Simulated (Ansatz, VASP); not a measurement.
CdSe: VASP beside Ansatz

File INCAR:

```
SYSTEM = CdSe
PREC = Accurate
ENCUT = 500
EDIFF = 1E-6
ISMEAR = 0
SIGMA = 0.01
LREAL = .FALSE.
LASPH = .TRUE.
NELM = 120
ALGO = Normal
ISIF = 2
LWAVE = .FALSE.
LCHARG = .FALSE.
GGA = PS
NBANDS = 26
GGA_COMPAT = .FALSE.
```

File KPOINTS:

```
Automatic mesh
0
G
  6 6 4
  0 0 0
```

Contents of POSCAR:

```
CdSe
1.0
    4.6022437423      0.0000000000      0.0000000000
   -2.3011218711      3.9856599953      0.0000000000
    0.0000000000      0.0000000000      6.0016225389
Cd Se
2 2
Direct
    0.3333333333      0.6666666667      0.2500000000
    0.6666666667      0.3333333333      0.7500000000
    0.6666666667      0.3333333333      0.2500000000
    0.3333333333      0.6666666667      0.7500000000
```

Input for Ansatz:

```yaml
crystal:
  lattice:
    - [4.6022437423, 0.0, 0.0]
    - [-2.3011218711, 3.9856599953, 0.0]
    - [0.0, 0.0, 6.0016225389]
  atoms:
    - { symbol: Cd, position: [0.3333333333, 0.6666666667, 0.25] }
    - { symbol: Cd, position: [0.6666666667, 0.3333333333, 0.75] }
    - { symbol: Se, position: [0.6666666667, 0.3333333333, 0.25] }
    - { symbol: Se, position: [0.3333333333, 0.6666666667, 0.75] }
kpoints:
  mp_grid: { grid: [6, 6, 4] }
hamiltonian:
  xc: pbesol
scf:
  occupations: { method: fixed }
  n_extra_bands: 5
output:
  forces: true
  stress: true
  eigenvalues: true
```

Alike in both runs: task single point; functional PBEsol; k mesh 6 × 6 × 4; no spin polarisation.

|  | VASP | Ansatz |
| --- | --- | --- |
| version | VASP 6.6.1 | Ansatz 0.2.0 |
| potentials or method | VASP PAW PBE potentials, release 64 (Cd, Se) | plane waves |
| plane-wave cutoff (eV) | 500 | 420 |
| occupations | gaussian, width 0.01 eV | fixed |
| valence electrons in the cell | 36 | 72 |

Ansatz gave:

```
gap on the k mesh at the Fermi level (eV)                     : 0.15
pressure (GPa)                                                : -1.4
traceless stress, the component that is largest in VASP (GPa) : -0.04
```

Task: Estimate VASP's values.

Result: gap on the k mesh at the Fermi level (eV): 0.13; pressure (GPa): -1.1; traceless stress, the component that is largest in VASP (GPa): -0.13.

VASP's potentials were made for PBE, not for PBEsol. VASP's potentials hold 36 valence electrons a cell and Ansatz's 72, so a difference there can come from the potentials and not from the codes.
